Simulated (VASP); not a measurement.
Set up this calculation in VASP 6.6.1, as the native input.

```
Task                   : single point
Functional             : PBE
Potentials or basis    : VASP PAW PBE potentials, release 64 (In_d, P)
Cutoff                 : 520 eV
k mesh                 : 8 × 8 × 8
Occupations            : fermi-dirac, width 0.05 eV
Spin                   : no spin polarisation
Dipole correction      : no
Further INCAR settings : ALGO = Normal; EDIFF = 1e-07; NBANDS = 16
```

The structure of InP lies in POSCAR:

```
InP
1.0
    0.0000000000      2.9801567212      2.9801567212
    2.9801567212      0.0000000000      2.9801567212
    2.9801567212      2.9801567212      0.0000000000
In P
1 1
Direct
    0.0000000000      0.0000000000      0.0000000000
    0.7500000000      0.7500000000      0.7500000000
```

The input as run:

INCAR

```
ALGO = Normal
EDIFF = 1E-7
ENCUT = 520
GGA = PE
ISIF = 2
ISMEAR = -1
LASPH = True
LCHARG = True
LELF = True
LREAL = False
LVHAR = True
LWAVE = False
NBANDS = 16
NELM = 100
PREC = Accurate
SIGMA = 0.05
```

KPOINTS

```
k-points
0
Gamma
  8 8 8
```

Potentials or basis: VASP PAW PBE potentials, release 64 (In_d, P).

Launch:

```console
$ cat potpaw_PBE.64/In_d/POTCAR potpaw_PBE.64/P/POTCAR > POTCAR
$ mpirun -np 1 vasp_std > vasp.out
```

It gave:

* Pressure: -0.1 GPa
* Band gap on the k mesh: 0.44 eV, direct

Caveat: spin-orbit coupling is left out, which moves the levels of the heavy elements.

Run time: 27 s on 1 thread of Intel(R) Xeon(R) Platinum 8259CL CPU @ 2.50GHz (Skylake/Cascade Lake) (shared host), peak memory 0.18 GiB.
